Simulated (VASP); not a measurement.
# BAs (rocksalt type) (Fm-3m) in VASP: notebook, part 2 of 2

VASP 6.6.1. Earlier steps stand in the parts before.

## Step 4: Single point, PBE (volume scaled by 0.94)

Contents of INCAR:

```
PREC = Accurate ; ENCUT = 520
EDIFF = 1E-6 ; ISMEAR = -1
SIGMA = 0.08 ; LREAL = False
LASPH = True ; NELM = 100
ALGO = Normal ; ISIF = 2
LWAVE = False ; LCHARG = False
GGA = PE ; NBANDS = 11
```

Contents of KPOINTS:

```
Automatic mesh
0
Gamma
  15 15 15
```

Contents of POSCAR:

```
BAs
1.0
    0.0000000000      2.2607229325      2.2607229325
    2.2607229325      0.0000000000      2.2607229325
    2.2607229325      2.2607229325      0.0000000000
B As
1 1
Direct
    0.0000000000      0.0000000000      0.0000000000
    0.5000000000      0.5000000000      0.5000000000
```

Potentials or basis: VASP PAW PBE potentials, release 64 (B, As).

The run is started by

```console
> cat potpaw_PBE.64/B/POTCAR potpaw_PBE.64/As/POTCAR > POTCAR
> mpirun -np 1 vasp_std > vasp.out
```

OUTCAR:

```text
PREC = Accurate
   ENCUT = 520
   EDIFF = 1E-6
   ISMEAR = -1
   LREAL = False
   LASPH = True
   NELM = 100
   ISIF = 2
   GGA = PE

 ion  position               nearest neighbor table
   1  0.000  0.000  0.000-   2 2.26   2 2.26   2 2.26   2 2.26   2 2.26   2 2.26
   2  0.500  0.500  0.500-   1 2.26   1 2.26   1 2.26   1 2.26   1 2.26   1 2.26

  LATTYP: Found a face centered cubic cell.
 ALAT       =     4.5214458650

  Lattice vectors:

 A1 = (   0.0000000000,   2.2607229325,   2.2607229325)
 A2 = (   2.2607229325,   0.0000000000,   2.2607229325)
 A3 = (   2.2607229325,   2.2607229325,   0.0000000000)

Analysis of symmetry for initial positions (statically):
=====================================================================
 Subroutine PRICEL returns:
 Original cell was already a primitive cell.

 Routine SETGRP: Setting up the symmetry group for a
 face centered cubic supercell.

 Subroutine GETGRP returns: Found 48 space group operations
 (whereof 48 operations were pure point group operations)
 out of a pool of 48 trial point group operations.

The static configuration has the point symmetry O_h .

Analysis of symmetry for dynamics (positions and initial velocities):
=====================================================================
 Subroutine PRICEL returns:
 Original cell was already a primitive cell.

 Routine SETGRP: Setting up the symmetry group for a
 face centered cubic supercell.

 Subroutine GETGRP returns: Found 48 space group operations
 (whereof 48 operations were pure point group operations)
 out of a pool of 48 trial point group operations.

The dynamic configuration has the point symmetry O_h .

 Subroutine INISYM returns: Found 48 space group operations
 (whereof 48 operations are pure point group operations),
 and found     1 'primitive' translations

----------------------------------------------------------------------------------------

                                     Primitive cell

  volume of cell :      23.1085

  direct lattice vectors                    reciprocal lattice vectors
     0.000000000  2.260722932  2.260722932    -0.221168190  0.221168190  0.221168190
     2.260722932  0.000000000  2.260722932     0.221168190 -0.221168190  0.221168190
     2.260722932  2.260722932  0.000000000     0.221168190  0.221168190 -0.221168190

  length of vectors
     3.197145032  3.197145032  3.197145032     0.383074543  0.383074543  0.383074543

  position of ions in fractional coordinates (direct lattice)
     0.000000000  0.000000000  0.000000000
     0.500000000  0.500000000  0.500000000

  ion indices of the primitive-cell ions
   primitive index   ion index
                 1           1
                 2           2

----------------------------------------------------------------------------------------

 KPOINTS: Automatic mesh

Automatic generation of k-mesh.
 Grid dimensions read from file:
 generate k-points for:   15   15   15

 Generating k-lattice:

  Cartesian coordinates                     Fractional coordinates (reciprocal lattice)
    -0.014744546  0.014744546  0.014744546     0.066666667  0.000000000  0.000000000
     0.014744546 -0.014744546  0.014744546     0.000000000  0.066666667  0.000000000
     0.014744546  0.014744546 -0.014744546     0.000000000  0.000000000  0.066666667

  Length of vectors
     0.025538303  0.025538303  0.025538303

  Shift w.r.t. Gamma in fractional coordinates (k-lattice)
     0.000000000  0.000000000  0.000000000

 Subroutine IBZKPT returns following result:
 ===========================================

 Found    120 irreducible k-points:

 Following reciprocal coordinates:
            Coordinates               Weight
  0.000000  0.000000  0.000000      1.000000
  0.066667  0.000000  0.000000      8.000000
  0.133333  0.000000  0.000000      8.000000
  0.200000  0.000000  0.000000      8.000000
  0.266667  0.000000  0.000000      8.000000
  0.333333  0.000000  0.000000      8.000000
[... 16 lines left out ...]
  0.133333  0.133333  0.000000      6.000000
  0.200000  0.133333  0.000000     24.000000
 [... further k-points ...]
   k-points           NKPTS =    120   k-points in BZ     NKDIM =    120   number of bands    NBANDS=     11
   number of dos      NEDOS =    301   number of ions     NIONS =      2
   total plane-waves  NPLWV =  13824
   dimension x,y,z NGX =    24 NGY =   24 NGZ =   24
   dimension x,y,z NGXF=    48 NGYF=   48 NGZF=   48
   ions per type =               1   1
   NGX,Y,Z   is equivalent  to a cutoff of  12.48, 12.48, 12.48 a.u.
   NGXF,Y,Z  is equivalent  to a cutoff of  24.96, 24.96, 24.96 a.u.
 SYSTEM =  unknown system
   PREC   = accura    normal or accurate (medium, high low for compatibility)
   ISTART =      0    job   : 0-new  1-cont  2-samecut
   ICHARG =      2    charge: 1-file 2-atom 10-const
   ISPIN  =      1    spin polarized calculation?
   LNONCOLLINEAR =      F non collinear calculations
   LSORBIT =      F    spin-orbit coupling
   LASPH  =      T    aspherical Exc in radial PAW
   ENCUT  =  520.0 eV  38.22 Ry    6.18 a.u.   5.94  5.94  5.94*2*pi/ulx,y,z
   NELM   =    100;   NELMIN=  2; NELMDL= -5     # of ELM steps
   EDIFF  = 0.1E-05   stopping-criterion for ELM
   LREAL  =      F    real-space projection
   EDIFFG = 0.1E-04   stopping-criterion for IOM
   NSW    =      0    number of steps for IOM
   IBRION =     -1    ionic relax: 0-MD 1-quasi-New 2-CG
   NFREE  =      0    steps in history (QN), initial steepest desc. (CG)
   ISIF   =      2    stress and relaxation
   ISYM   =      2    0-nonsym 1-usesym 2-fastsym
   POTIM  = 0.5000    time-step for ionic-motion
   TEBEG  =    0.0;   TEEND  =   0.0 temperature during run
   PSTRESS=    0.0 pullay stress
   NELECT =       8.0000    total number of electrons
   NUPDOWN=      -1.0000    fix difference up-down
   EMIN   =  10.00;   EMAX   =-10.00  energy-range for DOS
   EFERMI =   0.00;   METHOD = LEGACY
   ISMEAR =    -1;   SIGMA  =   0.08  broadening in eV -4-tet -1-fermi 0-gaus
   EFERMI_NEDOS =   21; number of points for ismear=-14 and -15
   IALGO  =     38    algorithm
   IMIX   =      4    mixing-type and parameters
     AMIX     =   0.40;   BMIX     =  1.00
     AMIX_MAG =   1.60;   BMIX_MAG =  1.00
  volume/ion in A,a.u.               =      11.55        77.97
  Fermi-wavevector in a.u.,A,eV,Ry     =   1.149514  2.172266 17.978490  1.321382
  Thomas-Fermi vector in A             =   2.286183
   LORBIT       =      0    0 simple, 1 ext, 2 COOP (PROOUT), +10 PAW based schemes
   GGA     = PE    functional components
   LHFCALC =     F    Hartree Fock is set to
   AEXX    =    0.0000 exact exchange contribution
   IVDW    =     0    specifies the selected vdW correction
   LEPSILON=     F    determine dielectric tensor
   LRPA    =     F    only Hartree local field effects (RPA)
 non-spin polarized calculation
  energy-cutoff  :      520.00
  volume of cell :       23.11
 maximum number of plane-waves:       635
   NGX = 11   NGY = 11   NGZ = 11

 number of electron       8.0000000 magnetization

 Free energy of the ion-electron system (eV)
  ---------------------------------------------------
  ext. energy  EPLUGINS =         0.00000000
  ---------------------------------------------------
  free energy    TOTEN  =        -9.59573983 eV

  energy without entropy =       -9.58082833  energy(sigma->0) =       -9.58828408

 E-fermi :   8.0372     XC(G=0): -11.6866

 val. band max:        8.0357642098   @ k =   0.2667   0.0000   0.0000
 cond. band min:       8.0683212303   @ k =  -0.4000   0.4667   0.1333
 fundamental gap:      0.0325570205
 Fermi energy:         8.0372204268

 k-point     1 :       0.0000    0.0000    0.0000
  band No.  band energies     occupation
      1      -8.5124      2.00000
      2       7.9839      1.32167
      3       7.9839      1.32167
      4       7.9839      1.32167
      5      12.3297      0.00000
      6      16.1071      0.00000
      7      16.1071      0.00000
      8      16.1071      0.00000
      9      16.9251      0.00000
     10      16.9251      0.00000
     11      16.9251      0.00000
[... 309 lines left out ...]
 k-point    24 :       0.2000    0.1333    0.0000
  band No.  band energies     occupation
      1      -7.7130      2.00000
      2       5.4533      2.00000
      3       6.6423      2.00000
      4       7.4212      1.99910
      5      10.5102      0.00000
      6      14.6753      0.00000
      7      14.9364      0.00000
      8      16.1206      0.00000
      9      16.4497      0.00000
     10      19.8809      0.00000
     11      19.9470      0.00000

 [... further k-points ...]
[... 5 lines left out ...]
  --------------------------------------------------------------------------------------
  -------------------------------------------------------------------------------------
  Total        1.4024152      1.4024152      1.4024152      0.0000000      0.0000000     -0.0000000
  in kB       97.2333352     97.2333352     97.2333352      0.0000000      0.0000000     -0.0000000
  external PRESSURE =      97.2333352 kB  Pullay stress =       0.0000000 kB

 VOLUME and BASIS-vectors are now :
 -----------------------------------------------------------------------------
  energy-cutoff  :      520.00
  volume of cell :       23.11
      direct lattice vectors                 reciprocal lattice vectors
     0.000000000  2.260722932  2.260722932    -0.221168190  0.221168190  0.221168190
     2.260722932  0.000000000  2.260722932     0.221168190 -0.221168190  0.221168190
     2.260722932  2.260722932  0.000000000     0.221168190  0.221168190 -0.221168190

 POSITION                                       TOTAL-FORCE (eV/Angst)
 -----------------------------------------------------------------------------------
      0.00000      0.00000      0.00000         0.000000      0.000000      0.000000
      2.26072      2.26072      2.26072         0.000000      0.000000      0.000000
 -----------------------------------------------------------------------------------
    total drift:                                0.000000     -0.000000     -0.000000

  FREE ENERGIE OF THE ION-ELECTRON SYSTEM (eV)
  ---------------------------------------------------
  free  energy   TOTEN  =        -9.5957398342 eV

  energy  without entropy=       -9.5808283335  energy(sigma->0) =       -9.58828408
```

OSZICAR:

```text
N       E                     dE             d eps       ncg     rms          rms(c)
DAV:   1     0.118396754668E+02    0.11840E+02   -0.38623E+03  2640   0.653E+02
DAV:   2    -0.927906347740E+01   -0.21119E+02   -0.20499E+02  3517   0.106E+02
DAV:   3    -0.986199006140E+01   -0.58293E+00   -0.57657E+00  3219   0.151E+01
DAV:   4    -0.986335797893E+01   -0.13679E-02   -0.13665E-02  2939   0.766E-01
DAV:   5    -0.986335883308E+01   -0.85415E-06   -0.85363E-06  3047   0.219E-02    0.415E+00
DAV:   6    -0.960280380164E+01    0.26056E+00   -0.90363E-01  2737   0.359E+00    0.206E+00
DAV:   7    -0.959577685111E+01    0.70270E-02   -0.77067E-02  3141   0.143E+00    0.949E-01
DAV:   8    -0.959572249785E+01    0.54353E-04   -0.31062E-03  2766   0.381E-01    0.514E-02
DAV:   9    -0.959573098113E+01   -0.84833E-05   -0.25020E-04  3044   0.741E-02    0.376E-02
DAV:  10    -0.959574064091E+01   -0.96598E-05   -0.25294E-05  2883   0.330E-02    0.604E-03
DAV:  11    -0.959573983419E+01    0.80673E-06   -0.45996E-06  2955   0.902E-03
   1 F= -.95957398E+01 E0= -.95882841E+01  d E =-.149115E-01
```

Run time: 10 s. Hardware: 1 thread of Intel Xeon Platinum 8488C (Sapphire Rapids), shared host; peak memory 0.16 GiB.

Results:

- Free energy: -9.5957 eV
- Pressure: 9.7 GPa
- Band gap on the k mesh: zero (band 4 reaches 9.46 eV, above the bottom of band 5 at 4.79 eV)

Levels at points of the mesh, in eV from the Fermi level:
| k point | band 2 | band 3 | band 4 | band 5 | band 6 | band 7 |
| --- | --- | --- | --- | --- | --- | --- |
| (0.00, 0.00, 0.00) | -0.05 | -0.05 | -0.05 | 4.29 | 8.07 | 8.07 |

## Step 5: Overview

| cell | gap on the mesh (eV) | pressure (GPa) |
| --- | --- | --- |
| a = 3.030 Å, angles 60.0°, 2 atoms | none | 47.3 |
| a = 3.128 Å, angles 60.0°, 2 atoms | none | 22.5 |
| a = 3.197 Å, angles 60.0°, 2 atoms | none | 9.7 |

Alike in all rows: task single point; level PBE; potentials or basis VASP PAW PBE potentials, release 64 (B, As); no spin polarisation; k mesh 15 × 15 × 15; cutoff (eV) 520; smearing fermi-dirac 0.08 eV.

Absolute energies hang on the potentials; compare differences alone.
